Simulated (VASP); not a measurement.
# Zn12Cu (a cell with a defect) in VASP: a series of runs

Zn12Cu (a cell with a defect) is run at these levels: PBE; tasks: molecular dynamics, single point.

All numbers are computed with VASP 6.6.1; they aren't measurements. Logs are shortened: lines on timing, memory, paths and dates and some standing lists are left out, and cuts for length are marked.

### 1 The cell of the first run

The cell holds a defect, 13 atoms: a = 5.320 Å, b = 7.980 Å, c = 4.937 Å, α = 90.00°, β = 90.00°, γ = 120.00°.

### 2 Molecular dynamics, PBE

INCAR reads:

```
ALGO = Normal
ANDERSEN_PROB = 0.0
EDIFF = 1E-5
ENCUT = 520
GGA = PE
IBRION = 0
ISIF = 2
ISMEAR = -1
ISYM = 0
LASPH = True
LCHARG = True
LREAL = False
LUSENCCL = False
LWAVE = False
MDALGO = 1
NBANDS = 90
NELM = 100
NELMIN = 4
NSW = 40
POTIM = 3.0
PREC = Accurate
RANDOM_SEED = 501497 0 0
SIGMA = 0.15
TEBEG = 1260.0
TEEND = 1260.0
```

KPOINTS reads:

```
k-points
0
Gamma
  2 2 2
```

POSCAR reads:

```
Zn12Cu
1.0
    5.3200000000      0.0000000000      0.0000000000
   -3.9900000000      6.9108830000      0.0000000000
    0.0000000000      0.0000000000      4.9369600000
Zn Cu
12 1
Direct
   -0.1571190000      0.0258378100     -0.0124006900
    0.1850151400      0.1076974300      0.4054088100
    0.0380419000      0.4208063100      0.2445926700
    0.3459256400      0.6217644000      0.7247095000
   -0.1180462100      0.6055623600     -0.1769384500
    0.0939220300      0.7705495800      0.3587877000
    0.3066793400     -0.0154035300     -0.1713378600
    0.8134131900      0.2661749100      0.6974025900
    0.3387781600      0.3124387200     -0.0903384300
    0.6405438600      0.4759460700      0.4176269400
    0.5762334400      0.7097111900      0.1707624600
    0.6595151300      0.9649854600      0.4856395500
    0.6155461900      0.1776794300      0.2003543500
```

Potentials or basis: VASP PAW PBE potentials, release 64 (Zn, Cu).

The run is started by

```
> cat potpaw_PBE.64/Zn/POTCAR potpaw_PBE.64/Cu/POTCAR > POTCAR
> mpirun -np 1 vasp_std > vasp.out
```

OUTCAR:

```text
EDIFF = 1E-5
   ENCUT = 520
   GGA = PE
   IBRION = 0
   ISIF = 2
   ISMEAR = -1
   ISYM = 0
   LASPH = True
   LREAL = False
   NELM = 100
   NELMIN = 4
   NSW = 40
   POTIM = 3.0
   PREC = Accurate
   TEBEG = 1260.0

 ion  position               nearest neighbor table
   1  0.843  0.026  0.988-  13 2.35  11 2.37   8 2.46   9 2.51  12 2.60   2 2.61  12 2.62   7 2.76
                             7 2.81
   2  0.185  0.108  0.405-  13 2.30  12 2.47   6 2.49   7 2.53   1 2.61  10 2.72   9 2.83   9 2.86

   3  0.038  0.421  0.245-  13 2.12  10 2.52   8 2.54  11 2.65   6 2.71   9 2.72   4 2.87   5 2.90
                             8 2.96   4 3.04
   4  0.346  0.622  0.725-  11 2.45   5 2.45   9 2.61  12 2.67  10 2.82   8 2.84   6 2.84   3 2.87
                            11 2.93   5 2.96   3 3.04
   5  0.882  0.606  0.823-  10 2.32   4 2.45   6 2.60   8 2.62   9 2.69   7 2.72  11 2.76   3 2.90
                             6 2.92   4 2.96
   6  0.094  0.771  0.359-  10 2.40   2 2.49   5 2.60  12 2.68  11 2.71   3 2.71   7 2.77   4 2.84
                             5 2.92  11 2.99   7 3.02
   7  0.307  0.985  0.829-  13 2.43   2 2.53   9 2.57   8 2.58  12 2.59   5 2.72   1 2.76   6 2.77
                             1 2.81   6 3.02
   8  0.813  0.266  0.697-  12 2.36   1 2.46   3 2.54   7 2.58   5 2.62  13 2.62  13 2.65  10 2.66
                             9 2.83   4 2.84   9 2.92   3 2.96
   9  0.339  0.312  0.910-   1 2.51   7 2.57   4 2.61  13 2.64   5 2.69   3 2.72   2 2.83   8 2.83
                            10 2.84   2 2.86  10 2.91   8 2.92
  10  0.641  0.476  0.418-   5 2.32  11 2.39   6 2.40   3 2.52  13 2.55   8 2.66   2 2.72   4 2.82
                             9 2.84   9 2.91
  11  0.576  0.710  0.171-   1 2.37  10 2.39  12 2.42   4 2.45   3 2.65   6 2.71   5 2.76   4 2.93
                             6 2.99
  12  0.660  0.965  0.486-  13 2.31   8 2.36  11 2.42   2 2.47   7 2.59   1 2.60   1 2.62   4 2.67
                             6 2.68
  13  0.616  0.178  0.200-   3 2.12   2 2.30  12 2.31   1 2.35   7 2.43  10 2.55   8 2.62   9 2.64
                             8 2.65

IMPORTANT INFORMATION: All symmetrisations will be switched off!
NOSYMM: (Re-)initialisation of all symmetry stuff for point group C_1.

----------------------------------------------------------------------------------------

                                     Primitive cell

  volume of cell :     181.5118

  direct lattice vectors                    reciprocal lattice vectors
     5.320000000  0.000000000  0.000000000     0.187969925  0.108524482 -0.000000000
    -3.990000000  6.910883000  0.000000000     0.000000000  0.144699310  0.000000000
     0.000000000  0.000000000  4.936960000     0.000000000 -0.000000000  0.202553798

  length of vectors
     5.320000000  7.980000241  4.936960000     0.217048971  0.144699310  0.202553798

  position of ions in fractional coordinates (direct lattice)
     0.842881000  0.025837810  0.987599310
     0.185015140  0.107697430  0.405408810
     0.038041900  0.420806310  0.244592670
     0.345925640  0.621764400  0.724709500
     0.881953790  0.605562360  0.823061550
     0.093922030  0.770549580  0.358787700
     0.306679340  0.984596470  0.828662140
     0.813413190  0.266174910  0.697402590
     0.338778160  0.312438720  0.909661570
     0.640543860  0.475946070  0.417626940
     0.576233440  0.709711190  0.170762460
     0.659515130  0.964985460  0.485639550
     0.615546190  0.177679430  0.200354350

  ion indices of the primitive-cell ions
   primitive index   ion index
                 1           1
                 2           2
                 3           3
                 4           4
                 5           5
                 6           6
                 7           7
                 8           8
                 9           9
                10          10
                11          11
                12          12
                13          13

----------------------------------------------------------------------------------------

 KPOINTS: k-points

Automatic generation of k-mesh.
 Grid dimensions read from file:
 generate k-points for:    2    2    2

 Generating k-lattice:

  Cartesian coordinates                     Fractional coordinates (reciprocal lattice)
     0.093984962  0.054262241 -0.000000000     0.500000000  0.000000000  0.000000000
     0.000000000  0.072349655  0.000000000     0.000000000  0.500000000  0.000000000
     0.000000000 -0.000000000  0.101276899     0.000000000  0.000000000  0.500000000

  Length of vectors
     0.108524486  0.072349655  0.101276899

  Shift w.r.t. Gamma in fractional coordinates (k-lattice)
     0.000000000  0.000000000  0.000000000

 Subroutine IBZKPT returns following result:
 ===========================================

 Found      8 irreducible k-points:

 Following reciprocal coordinates:
            Coordinates               Weight
  0.000000  0.000000  0.000000      1.000000
  0.500000  0.000000  0.000000      1.000000
  0.000000  0.500000  0.000000      1.000000
  0.500000  0.500000  0.000000      1.000000
  0.000000  0.000000  0.500000      1.000000
  0.500000  0.000000  0.500000      1.000000
  0.000000  0.500000  0.500000      1.000000
  0.500000  0.500000  0.500000      1.000000
   k-points           NKPTS =      8   k-points in BZ     NKDIM =      8   number of bands    NBANDS=     90
   number of dos      NEDOS =    301   number of ions     NIONS =     13
   total plane-waves  NPLWV =  96000
   dimension x,y,z NGX =    40 NGY =   60 NGZ =   40
   dimension x,y,z NGXF=    80 NGYF=  120 NGZF=   80
   ions per type =              12   1
   NGX,Y,Z   is equivalent  to a cutoff of  12.50, 12.50, 13.47 a.u.
   NGXF,Y,Z  is equivalent  to a cutoff of  25.00, 25.00, 26.94 a.u.
 SYSTEM =  unknown system
   PREC   = accura    normal or accurate (medium, high low for compatibility)
   ISTART =      0    job   : 0-new  1-cont  2-samecut
   ICHARG =      2    charge: 1-file 2-atom 10-const
   ISPIN  =      1    spin polarized calculation?
   LNONCOLLINEAR =      F non collinear calculations
   LSORBIT =      F    spin-orbit coupling
   LASPH  =      T    aspherical Exc in radial PAW
   ENCUT  =  520.0 eV  38.22 Ry    6.18 a.u.   9.89 14.84  9.18*2*pi/ulx,y,z
   NELM   =    100;   NELMIN=  4; NELMDL= -5     # of ELM steps
   EDIFF  = 0.1E-04   stopping-criterion for ELM
   LREAL  =      F    real-space projection
   EDIFFG = 0.1E-03   stopping-criterion for IOM
   NSW    =     40    number of steps for IOM
   IBRION =      0    ionic relax: 0-MD 1-quasi-New 2-CG
   NFREE  =      0    steps in history (QN), initial steepest desc. (CG)
   ISIF   =      2    stress and relaxation
   ISYM   =      0    0-nonsym 1-usesym 2-fastsym
   POTIM  = 3.0000    time-step for ionic-motion
   TEBEG  = 1260.0;   TEEND  =1260.0 temperature during run
   PSTRESS=    0.0 pullay stress
   NELECT =     155.0000    total number of electrons
   NUPDOWN=      -1.0000    fix difference up-down
   EMIN   =  10.00;   EMAX   =-10.00  energy-range for DOS
   EFERMI =   0.00;   METHOD = LEGACY
   ISMEAR =    -1;   SIGMA  =   0.15  broadening in eV -4-tet -1-fermi 0-gaus
   EFERMI_NEDOS =   21; number of points for ismear=-14 and -15
   IALGO  =     38    algorithm
   IMIX   =      4    mixing-type and parameters
     AMIX     =   0.40;   BMIX     =  1.00
     AMIX_MAG =   1.60;   BMIX_MAG =  1.00
  volume/ion in A,a.u.               =      13.96        94.22
  Fermi-wavevector in a.u.,A,eV,Ry     =   1.553163  2.935053 32.821557  2.412316
  Thomas-Fermi vector in A             =   2.657434
   LORBIT       =      0    0 simple, 1 ext, 2 COOP (PROOUT), +10 PAW based schemes
   GGA     = PE    functional components
   LHFCALC =     F    Hartree Fock is set to
   AEXX    =    0.0000 exact exchange contribution
   IVDW    =     0    specifies the selected vdW correction
   LEPSILON=     F    determine dielectric tensor
   LRPA    =     F    only Hartree local field effects (RPA)
 molecular dynamics for ions
 non-spin polarized calculation
  energy-cutoff  :      520.00
  volume of cell :      181.51
 maximum number of plane-waves:      4912
 NGX is ok and might be reduce to    40
   NGX = 19   NGY = 29   NGZ = 19

--------------------------------------- Ionic step        1  -------------------------------------------

 number of electron     155.0000014 magnetization

 Free energy of the ion-electron system (eV)
  ---------------------------------------------------
  ext. energy  EPLUGINS =         0.00000000
  ---------------------------------------------------
  free energy    TOTEN  =       -15.24718714 eV

  energy without entropy =      -14.98397379  energy(sigma->0) =      -15.11558046

------------------------ aborting loop because EDIFF is reached ----------------------------------------

  FORCE on cell =-STRESS in cart. coord.  units (eV):
  Direction    XX          YY          ZZ          XY          YZ          ZX
  --------------------------------------------------------------------------------------
  -------------------------------------------------------------------------------------
  Total       13.4428434     18.3410202     15.8083491      0.6871076     -0.5258380      0.8837335
  in kB      118.6579771    161.8934544    139.5379435      6.0649967     -4.6414936      7.8005840
  external PRESSURE =     140.0297917 kB  Pullay stress =       0.0000000 kB
[... 148 lines left out ...]
  ENERGY OF THE ELECTRON-ION-THERMOSTAT SYSTEM (eV)
  ---------------------------------------------------
% ion-electron   TOTEN  =       -15.275380  see above
  kinetic energy EKIN   =         1.980958
  kin. lattice  EKIN_LAT=         0.000000  (temperature 1277.11 K)
  nose potential ES     =         0.000000
  nose kinetic   EPS    =         0.000000
  ---------------------------------------------------
  total energy   ETOTAL =       -13.294422 eV

[... ionic steps 4 to 37 ...]

--------------------------------------- Ionic step       38  -------------------------------------------

 number of electron     154.9999990 magnetization

------------------------ aborting loop because EDIFF is reached ----------------------------------------
[... 109 lines left out ...]
--------------------------------------- Ionic step       40  -------------------------------------------

 number of electron     155.0000009 magnetization

 Free energy of the ion-electron system (eV)
  ---------------------------------------------------
  ext. energy  EPLUGINS =         0.00000000
  ---------------------------------------------------
  free energy    TOTEN  =       -14.59689239 eV

  energy without entropy =      -14.28297813  energy(sigma->0) =      -14.43993526

 E-fermi :   3.6206     XC(G=0): -11.9293

 val. band max:        3.5687038041   @ k =   0.0000   0.0000   0.0000
 cond. band min:       3.6235676490   @ k =   0.5000   0.5000   0.0000
 fundamental gap:      0.0548638449
 Fermi energy:         3.6206434114

 k-point     1 :       0.0000    0.0000    0.0000
  band No.  band energies     occupation
      1      -7.2381      2.00000
      2      -5.2093      2.00000
      3      -5.1539      2.00000
      4      -5.1075      2.00000
      5      -5.0542      2.00000
      6      -4.9589      2.00000
[... 725 lines left out ...]
     88       9.2953      0.00000
     89       9.4621      0.00000
 [bands above 89 left out]

------------------------ aborting loop because EDIFF is reached ----------------------------------------

  FORCE on cell =-STRESS in cart. coord.  units (eV):
  Direction    XX          YY          ZZ          XY          YZ          ZX
  --------------------------------------------------------------------------------------
  -------------------------------------------------------------------------------------
  Total       14.3809164     17.1594070     21.1249995     -1.0855178     -1.4395418     -1.0532158
  in kB      126.9382083    151.4635305    186.4672249     -9.5817038    -12.7066215     -9.2965789
  external PRESSURE =     154.9563212 kB  Pullay stress =       0.0000000 kB
[... 34 lines left out ...]
  ENERGY OF THE ELECTRON-ION-THERMOSTAT SYSTEM (eV)
  ---------------------------------------------------
% ion-electron   TOTEN  =       -14.596892  see above
  kinetic energy EKIN   =         1.308426
  kin. lattice  EKIN_LAT=         0.000000  (temperature  843.53 K)
  nose potential ES     =         0.000000
  nose kinetic   EPS    =         0.000000
  ---------------------------------------------------
  total energy   ETOTAL =       -13.288466 eV
```

Run time: 30 min. Hardware: 1 × NVIDIA H100 80GB with 1 thread of AMD EPYC 7R13 (Zen 3), shared host; peak memory 1.5 GiB.

Caveat: the k points lie up to 0.64 Å⁻¹ apart.

(Part 1 of 2 ends here.)
